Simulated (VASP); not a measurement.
# Mg3SeO (P4mm) in VASP: further runs

Mg3SeO is run at these levels: PBE; tasks: single point, relaxation of cell and atoms.

All numbers are computed with VASP 6.6.1; they aren't measurements. Logs are shortened: lines on timing, memory, paths and dates and some standing lists are left out, and cuts for length are marked.

### Step 1. The cell of the first run

The structure is tetragonal, space group P4mm (No. 99). Conventional cell: a = 4.331 Å, b = 4.331 Å, c = 4.324 Å, α = 90.00°, β = 90.00°, γ = 90.00°. Within 2.9 Å of Mg (site symmetry 2mm) lie 2 Se at 2.17 Å. Within 2.9 Å of Mg (site symmetry 4mm) lie 2 Se at 2.16 Å. Se (site symmetry 4mm) has 6 Mg at 2.16 to 2.17 Å within 2.9 Å. Within 4.0 Å of O (site symmetry 4mm) lie 12 Mg at 3.03 to 3.10 Å and 8 Se at 3.72 to 3.78 Å.

### Step 2. Single point, PBE

The input, INCAR:

```
SYSTEM = Mg3SeO
PREC = Accurate
ENCUT = 520
EDIFF = 1E-6
ISMEAR = 0
SIGMA = 0.1
LREAL = .FALSE.
LASPH = .TRUE.
NELM = 60
ALGO = Normal
ISIF = 2
LWAVE = .FALSE.
LCHARG = .FALSE.
GGA = PE
NBANDS = 17
```

The input, KPOINTS:

```
regular mesh
0
G
  4 4 4
  0 0 0
```

The input, POSCAR:

```
Mg3SeO
1.0
    4.3308430800      0.0000000000      0.0000000000
    0.0000000000      4.3308430800      0.0000000000
    0.0000000000      0.0000000000      4.3244883600
Mg Se O
3 1 1
Direct
    0.5000000000      0.0000000000      0.4853650000
    0.5000000000      0.5000000000      0.9850419800
    0.0000000000      0.5000000000      0.4853650000
    0.5000000000      0.5000000000      0.4850699900
    0.0000000000      0.0000000000      0.9967579800
```

Potentials or basis: VASP PAW PBE potentials, release 64 (Mg, Se, O).

Started as:

```bash
$ cat potpaw_PBE.64/Mg/POTCAR potpaw_PBE.64/Se/POTCAR potpaw_PBE.64/O/POTCAR > POTCAR
$ mpirun -np 1 vasp_std > vasp.out
```

OUTCAR:

```text
SYSTEM = Mg3SeO
   PREC = Accurate
   ENCUT = 520
   EDIFF = 1E-6
   ISMEAR = 0
   LREAL = .FALSE.
   LASPH = .TRUE.
   NELM = 60
   ISIF = 2
   GGA = PE

 ion  position               nearest neighbor table
   1  0.500  0.000  0.485-   4 2.17   4 2.17   2 3.06   2 3.06   2 3.06   2 3.06   3 3.06   3 3.06
                             3 3.06   3 3.06
   2  0.500  0.500  0.985-   4 2.16   4 2.16   3 3.06   1 3.06   1 3.06   3 3.06   1 3.06   1 3.06
                             3 3.06   3 3.06
   3  0.000  0.500  0.485-   4 2.17   4 2.17   2 3.06   2 3.06   2 3.06   2 3.06   1 3.06   1 3.06
                             1 3.06   1 3.06
   4  0.500  0.500  0.485-   2 2.16   2 2.16   3 2.17   1 2.17   1 2.17   3 2.17
   5  0.000  0.000  0.997-

  LATTYP: Found a simple tetragonal cell.
 ALAT       =     4.3308430800
 C/A-ratio  =     0.9985326829

  Lattice vectors:

 A1 = (   4.3308430800,   0.0000000000,   0.0000000000)
 A2 = (   0.0000000000,   4.3308430800,   0.0000000000)
 A3 = (   0.0000000000,   0.0000000000,   4.3244883600)

Analysis of symmetry for initial positions (statically):
=====================================================================
 Subroutine PRICEL returns:
 Original cell was already a primitive cell.

 Routine SETGRP: Setting up the symmetry group for a
 simple tetragonal supercell.

 Subroutine GETGRP returns: Found  8 space group operations
 (whereof  8 operations were pure point group operations)
 out of a pool of 16 trial point group operations.

The static configuration has the point symmetry C_4v.

Analysis of symmetry for dynamics (positions and initial velocities):
=====================================================================
 Subroutine PRICEL returns:
 Original cell was already a primitive cell.

 Routine SETGRP: Setting up the symmetry group for a
 simple tetragonal supercell.

 Subroutine GETGRP returns: Found  8 space group operations
 (whereof  8 operations were pure point group operations)
 out of a pool of 16 trial point group operations.

The dynamic configuration has the point symmetry C_4v.

 Subroutine INISYM returns: Found  8 space group operations
 (whereof  8 operations are pure point group operations),
 and found     1 'primitive' translations

----------------------------------------------------------------------------------------

                                     Primitive cell
[... 91 lines left out ...]
   LREAL  =      F    real-space projection
   EDIFFG = 0.1E-04   stopping-criterion for IOM
   NSW    =      0    number of steps for IOM
   IBRION =     -1    ionic relax: 0-MD 1-quasi-New 2-CG
   NFREE  =      0    steps in history (QN), initial steepest desc. (CG)
   ISIF   =      2    stress and relaxation
   ISYM   =      2    0-nonsym 1-usesym 2-fastsym
   POTIM  = 0.5000    time-step for ionic-motion
   TEBEG  =    0.0;   TEEND  =   0.0 temperature during run
   PSTRESS=    0.0 pullay stress
   NELECT =      18.0000    total number of electrons
   NUPDOWN=      -1.0000    fix difference up-down
   EMIN   =  10.00;   EMAX   =-10.00  energy-range for DOS
   EFERMI =   0.00;   METHOD = LEGACY
   ISMEAR =     0;   SIGMA  =   0.10  broadening in eV -4-tet -1-fermi 0-gaus
   EFERMI_NEDOS =   21; number of points for ismear=-14 and -15
   IALGO  =     38    algorithm
   IMIX   =      4    mixing-type and parameters
     AMIX     =   0.40;   BMIX     =  1.00
     AMIX_MAG =   1.60;   BMIX_MAG =  1.00
  volume/ion in A,a.u.               =      16.22       109.47
  Fermi-wavevector in a.u.,A,eV,Ry     =   0.991149  1.873001 13.366052  0.982377
  Thomas-Fermi vector in A             =   2.122870
   LORBIT       =      0    0 simple, 1 ext, 2 COOP (PROOUT), +10 PAW based schemes
   GGA     = PE    functional components
   LHFCALC =     F    Hartree Fock is set to
   AEXX    =    0.0000 exact exchange contribution
   IVDW    =     0    specifies the selected vdW correction
   LEPSILON=     F    determine dielectric tensor
   LRPA    =     F    only Hartree local field effects (RPA)
 non-spin polarized calculation
 Gauss-broadening in eV      SIGMA  =   0.10
  energy-cutoff  :      520.00
  volume of cell :       81.11
 maximum number of plane-waves:      2240
   NGX = 17   NGY = 17   NGZ = 17

 number of electron      17.9999996 magnetization

 Free energy of the ion-electron system (eV)
  ---------------------------------------------------
  ext. energy  EPLUGINS =         0.00000000
  ---------------------------------------------------
  free energy    TOTEN  =        -8.94804632 eV

  energy without entropy =       -8.94323800  energy(sigma->0) =       -8.94564216

 E-fermi :   5.8049     XC(G=0):  -9.5918

 val. band max:        5.3684545458   @ k =   0.0000   0.0000   0.0000
 cond. band min:       5.8261592302   @ k =   0.0000   0.0000   0.2500
 fundamental gap:      0.4577046845
 Fermi energy:         5.8049452158

 k-point     1 :       0.0000    0.0000    0.0000
  band No.  band energies     occupation
      1     -12.6323      2.00000
      2     -11.6332      2.00000
      3      -2.0225      2.00000
      4      -2.0225      2.00000
      5      -2.0168      2.00000
      6       2.6947      2.00000
[... 337 lines left out ...]
      4      -2.9431      2.00000
      5      -2.9431      2.00000
      6       1.2497      2.00000
[... 9 lines left out ...]
     16      12.1614      0.00000
     17      12.1829      0.00000

------------------------ aborting loop because EDIFF is reached ----------------------------------------

  FORCE on cell =-STRESS in cart. coord.  units (eV):
  Direction    XX          YY          ZZ          XY          YZ          ZX
  --------------------------------------------------------------------------------------
  -------------------------------------------------------------------------------------
  Total       16.8516417     16.8516417     17.0295982      0.0000000     -0.0000000      0.0000000
  in kB      332.8688603    332.8688603    336.3840192      0.0000000     -0.0000000      0.0000000
  external PRESSURE =     334.0405799 kB  Pullay stress =       0.0000000 kB

 VOLUME and BASIS-vectors are now :
 -----------------------------------------------------------------------------
  energy-cutoff  :      520.00
  volume of cell :       81.11
      direct lattice vectors                 reciprocal lattice vectors
     4.330843080  0.000000000  0.000000000     0.230901924  0.000000000  0.000000000
     0.000000000  4.330843080  0.000000000     0.000000000  0.230901924  0.000000000
     0.000000000  0.000000000  4.324488360     0.000000000  0.000000000  0.231241228

 POSITION                                       TOTAL-FORCE (eV/Angst)
 -----------------------------------------------------------------------------------
      2.16542      0.00000      2.09896         0.000000      0.000000     -0.072943
      2.16542      2.16542      4.25980         0.000000      0.000000      0.028979
      0.00000      2.16542      2.09896         0.000000      0.000000     -0.072943
      2.16542      2.16542      2.09768         0.000000     -0.000000     -0.009032
      0.00000      0.00000      4.31047        -0.000000      0.000000      0.125939
 -----------------------------------------------------------------------------------
    total drift:                                0.000000     -0.000000     -0.000110

  FREE ENERGIE OF THE ION-ELECTRON SYSTEM (eV)
  ---------------------------------------------------
  free  energy   TOTEN  =        -8.9480463216 eV

  energy  without entropy=       -8.9432379981  energy(sigma->0) =       -8.94564216
```

OSZICAR:

```text
N       E                     dE             d eps       ncg     rms          rms(c)
DAV:   1     0.706422448447E+02    0.70642E+02   -0.68995E+03   612   0.873E+02
DAV:   2    -0.645775944972E+01   -0.77100E+02   -0.72094E+02   842   0.150E+02
DAV:   3    -0.118066937204E+02   -0.53489E+01   -0.53169E+01   702   0.413E+01
DAV:   4    -0.118465613056E+02   -0.39868E-01   -0.39841E-01   809   0.393E+00
DAV:   5    -0.118469739640E+02   -0.41266E-03   -0.41263E-03   727   0.384E-01    0.111E+01
DAV:   6    -0.103887375142E+02    0.14582E+01   -0.12822E+01   700   0.213E+01    0.109E+01
DAV:   7    -0.912072197881E+01    0.12680E+01   -0.41484E+00   791   0.111E+01    0.402E+00
DAV:   8    -0.895714446966E+01    0.16358E+00   -0.55881E-01   623   0.465E+00    0.120E+00
DAV:   9    -0.894862828701E+01    0.85162E-02   -0.26276E-02   687   0.111E+00    0.360E-01
DAV:  10    -0.894812788202E+01    0.50040E-03   -0.37725E-03   712   0.380E-01    0.143E-01
DAV:  11    -0.894829055202E+01   -0.16267E-03   -0.17299E-03   692   0.242E-01    0.124E-01
DAV:  12    -0.894806103229E+01    0.22952E-03   -0.89153E-04   770   0.168E-01    0.297E-02
DAV:  13    -0.894804664823E+01    0.14384E-04   -0.46347E-05   666   0.413E-02    0.740E-03
DAV:  14    -0.894804632157E+01    0.32666E-06   -0.64162E-06   694   0.138E-02
   1 F= -.89480463E+01 E0= -.89456422E+01  d E =-.480832E-02
```

Run time: 9 s. Hardware: 1 thread of Intel Xeon 6975P-C (Granite Rapids), shared host; peak memory 0.18 GiB.

Results:

```
Free energy            : -8.9480 eV
Pressure               : 33.4 GPa
Largest force          : 0.126 eV/Å
Band gap on the k mesh : zero (band 9 reaches 6.24 eV, above the bottom of band 10 at 5.34 eV)
```

Forces on the atoms (eV/Å):
```
Mg   0.000  0.000 -0.073
Mg   0.000  0.000  0.029
Mg   0.000  0.000 -0.073
Se   0.000  0.000 -0.009
O    0.000  0.000  0.126
```

Levels at points of the mesh, in eV from the Fermi level:
| k point | band 7 | band 8 | band 9 | band 10 | band 11 | band 12 |
| --- | --- | --- | --- | --- | --- | --- |
| (0.00, 0.00, 0.00) | -3.11 | -3.11 | -3.06 | -0.46 | -0.44 | 3.04 |
| (0.50, 0.00, 0.00) | -3.46 | -3.45 | 0.41 | 0.65 | 1.17 | 1.67 |
| (0.50, 0.50, 0.00) | -3.50 | -3.23 | -1.96 | 0.24 | 1.11 | 1.11 |
| (0.00, 0.00, 0.50) | -3.46 | -3.46 | 0.42 | 0.65 | 1.17 | 1.69 |
| (0.50, 0.00, 0.50) | -3.51 | -3.23 | -1.97 | 0.23 | 1.10 | 1.11 |
| (0.50, 0.50, 0.50) | -4.56 | -4.56 | 0.44 | 0.44 | 0.45 | 4.24 |

Caveat: the k points lie up to 0.36 Å⁻¹ apart.

### Step 3. Relaxation of cell and atoms, PBE

The input, INCAR:

```
PREC = Accurate
ENCUT = 600
EDIFF = 1E-6
ISMEAR = 0
SIGMA = 0.1
LREAL = F
LASPH = T
NELM = 80
ALGO = Normal
ISIF = 3
LWAVE = F
LCHARG = F
GGA = PE
IBRION = 2
NSW = 90
EDIFFG = -0.04
```

The input, KPOINTS:

```
regular mesh
0
Gamma
  4 4 4
```

POSCAR is that of step 2.

Potentials or basis: VASP PAW PBE potentials, release 64 (Mg, Se, O).

Started as:

```bash
$ cat potpaw_PBE.64/Mg/POTCAR potpaw_PBE.64/Se/POTCAR potpaw_PBE.64/O/POTCAR > POTCAR
$ mpirun -np 1 vasp_std > vasp.out
```

OUTCAR:

```text
PREC = Accurate
   ENCUT = 600
   EDIFF = 1E-6
   ISMEAR = 0
   LREAL = F
   LASPH = T
   NELM = 80
   ISIF = 3
   GGA = PE
   IBRION = 2
   NSW = 90
   EDIFFG = -0.04

 ion  position               nearest neighbor table
   1  0.500  0.000  0.485-   4 2.17   4 2.17   2 3.06   2 3.06   2 3.06   2 3.06   3 3.06   3 3.06
                             3 3.06   3 3.06
   2  0.500  0.500  0.985-   4 2.16   4 2.16   3 3.06   1 3.06   1 3.06   3 3.06   1 3.06   1 3.06
                             3 3.06   3 3.06
   3  0.000  0.500  0.485-   4 2.17   4 2.17   2 3.06   2 3.06   2 3.06   2 3.06   1 3.06   1 3.06
                             1 3.06   1 3.06
   4  0.500  0.500  0.485-   2 2.16   2 2.16   3 2.17   1 2.17   1 2.17   3 2.17
   5  0.000  0.000  0.997-

  LATTYP: Found a simple tetragonal cell.
 ALAT       =     4.3308430800
 C/A-ratio  =     0.9985326829

  Lattice vectors:

 A1 = (   4.3308430800,   0.0000000000,   0.0000000000)
 A2 = (   0.0000000000,   4.3308430800,   0.0000000000)
 A3 = (   0.0000000000,   0.0000000000,   4.3244883600)

Analysis of symmetry for initial positions (statically):
=====================================================================
 Subroutine PRICEL returns:
 Original cell was already a primitive cell.

[... 176 lines left out ...]
  --------------------------------------------------------------------------------------
  -------------------------------------------------------------------------------------
  Total       16.8435463     16.8435463     17.0217418      0.0000000     -0.0000000      0.0000000
  in kB      332.7089535    332.7089535    336.2288314      0.0000000     -0.0000000      0.0000000
  external PRESSURE =     333.8822462 kB  Pullay stress =       0.0000000 kB
[... 98 lines left out ...]
  FREE ENERGIE OF THE ION-ELECTRON SYSTEM (eV)
  ---------------------------------------------------
  free  energy   TOTEN  =       -11.9151074570 eV

  energy  without entropy=      -11.9006424001  energy(sigma->0) =      -11.90787493

[... ionic steps 4 to 37 ...]

--------------------------------------- Ionic step       38  -------------------------------------------

 number of electron      17.9999999 magnetization

------------------------ aborting loop because EDIFF is reached ----------------------------------------
[... 73 lines left out ...]
--------------------------------------- Ionic step       40  -------------------------------------------

 number of electron      18.0000002 magnetization

 Free energy of the ion-electron system (eV)
  ---------------------------------------------------
  ext. energy  EPLUGINS =         0.00000000
  ---------------------------------------------------
  free energy    TOTEN  =       -18.31155459 eV

  energy without entropy =      -18.30825339  energy(sigma->0) =      -18.30990399

 E-fermi :   2.1750     XC(G=0):  -8.0849

 val. band max:        2.1145285717   @ k =   0.5000   0.0000   0.5000
 cond. band min:       2.5079983979   @ k =   0.5000   0.0000   0.2500
 fundamental gap:      0.3934698262
 Fermi energy:         2.1749700761

 k-point     1 :       0.0000    0.0000    0.0000
  band No.  band energies     occupation
      1     -15.7509      2.00000
      2     -11.0294      2.00000
      3      -2.5419      2.00000
      4      -2.1172      2.00000
      5      -2.1172      2.00000
      6      -1.8058      2.00000
      7       0.2178      2.00000
      8       0.2575      2.00000
      9       0.2575      2.00000
     10       5.1143      0.00000
     11       5.5637      0.00000
     12       6.5159      0.00000
     13       7.0190      0.00000
[... 302 lines left out ...]
  FREE ENERGIE OF THE ION-ELECTRON SYSTEM (eV)
  ---------------------------------------------------
  free  energy   TOTEN  =       -18.3115545945 eV

  energy  without entropy=      -18.3082533863  energy(sigma->0) =      -18.30990399

 reached required accuracy - stopping structural energy minimisation
```

It took 5.6 min on 1 thread of Intel Xeon 6975P-C (Granite Rapids), shared host; peak memory 0.23 GiB.

Results:

```
Free energy                            : -18.3116 eV
Relaxed volume                         : 22.24 Å³/atom
Relaxed cell                           : a = 4.127 Å, b = 4.127 Å, c = 6.530 Å, α = 90.00°, β = 90.00°, γ = 90.00°
Space group after relaxing (to 0.05 Å) : P4mm (No. 99)
Energy gained by relaxing              : 1872.3 meV/atom
Ionic steps                            : 40
Pressure after relaxing                : 0.0 GPa
Largest force after relaxing           : 0.006 eV/Å
Band gap on the k mesh                 : zero (band 9 reaches 2.60 eV, above the bottom of band 10 at 2.11 eV)
```

Forces on the atoms (eV/Å):
```
Mg   0.000  0.000  0.004
Mg   0.000  0.000 -0.006
Mg   0.000  0.000  0.004
Se   0.000  0.000  0.002
O    0.000  0.000 -0.004
```

Step by step:
| step | energy change (eV) | largest force (eV/Å) | pressure (GPa) | volume (Å³) |
| --- | --- | --- | --- | --- |
| 1 | 0.0000 | 0.1258 | 33.39 | 81.11 |
| 2 | -2.9637 | 0.1326 | -0.68 | 127.62 |
| 3 | -2.9652 | 0.1336 | 0.60 | 122.76 |
| 4 | -2.9694 | 0.1330 | 0.00 | 124.99 |
| 5 | -2.9711 | 0.1573 | 0.00 | 124.99 |
| 6 | -2.9779 | 0.2260 | -0.01 | 124.99 |
| 7 | -2.9983 | 0.3628 | 0.00 | 125.01 |
| 8 | -3.0664 | 0.6321 | 0.01 | 125.03 |
| 9 | -3.3077 | 1.1904 | 0.11 | 125.08 |
| 10 | -4.0896 | 2.7853 | -0.01 | 125.18 |
| 11 | -4.8768 | 8.6319 | 2.77 | 125.37 |
| 12 | -4.9376 | 5.6668 | 1.00 | 125.29 |
| 13 | -5.0090 | 6.6940 | 1.60 | 125.32 |
| 14 | -5.0097 | 6.9375 | 1.74 | 125.33 |
| 15 | -5.0654 | 6.7371 | 1.61 | 125.36 |
| 16 | -5.2253 | 6.1611 | 1.25 | 125.46 |
| 17 | -5.5140 | 5.1161 | 0.54 | 125.65 |
| 18 | -5.9836 | 3.3998 | -0.56 | 126.01 |
| 19 | -6.5953 | 1.5334 | -2.03 | 126.65 |
| 20 | -7.0755 | 1.5568 | -2.66 | 127.60 |
| 21 | -7.1181 | 1.7607 | -2.48 | 127.80 |
| 22 | -7.1327 | 2.0019 | -2.18 | 127.97 |
| 23 | -7.2842 | 2.0213 | -2.01 | 126.94 |
| 24 | -7.7120 | 2.0623 | -1.41 | 123.74 |
| 25 | -8.3951 | 2.0302 | 0.28 | 117.04 |
| 26 | -8.3780 | 2.7070 | 6.89 | 102.59 |
| 27 | -8.7230 | 2.2292 | 2.36 | 110.83 |
| 28 | -8.7303 | 2.3318 | 3.16 | 108.97 |
| 29 | -9.0187 | 1.8318 | -0.12 | 112.11 |
| 30 | -9.0990 | 1.4599 | -2.15 | 114.43 |
| 31 | -9.3141 | 0.6821 | -0.89 | 111.58 |
| 32 | -9.3444 | 0.3695 | 0.08 | 110.10 |
| 33 | -9.3448 | 0.3176 | -0.05 | 110.26 |
| 34 | -9.3508 | 0.1601 | 0.12 | 110.17 |
| 35 | -9.3543 | 0.1694 | 0.39 | 110.02 |
| 36 | -9.3584 | 0.1247 | 0.00 | 110.95 |
| 37 | -9.3593 | 0.1113 | -0.28 | 111.65 |
| 38 | -9.3612 | 0.0543 | -0.01 | 111.26 |
| 39 | -9.3613 | 0.0401 | 0.05 | 111.16 |
| 40 | -9.3617 | 0.0058 | -0.02 | 111.22 |

Final structure:
```cif
data_structure
_symmetry_space_group_name_H-M 'P 1'
_symmetry_Int_Tables_number 1
_cell_length_a 4.1270
_cell_length_b 4.1270
_cell_length_c 6.5296
_cell_angle_alpha 90.000
_cell_angle_beta 90.000
_cell_angle_gamma 90.000
_cell_volume 111.22
loop_
_atom_site_label
_atom_site_type_symbol
_atom_site_fract_x
_atom_site_fract_y
_atom_site_fract_z
_atom_site_occupancy
Mg1 Mg 0.50000 0.00000 0.32102 1
Mg2 Mg 0.50000 0.50000 0.94593 1
Mg3 Mg 0.00000 0.50000 0.32102 1
Se1 Se 0.50000 0.50000 0.56702 1
O1 O 0.00000 0.00000 0.28261 1
```

Caveat: the k points lie up to 0.38 Å⁻¹ apart in the final cell; the volume moved by over 15 % at a fixed basis, so the end points are rough.
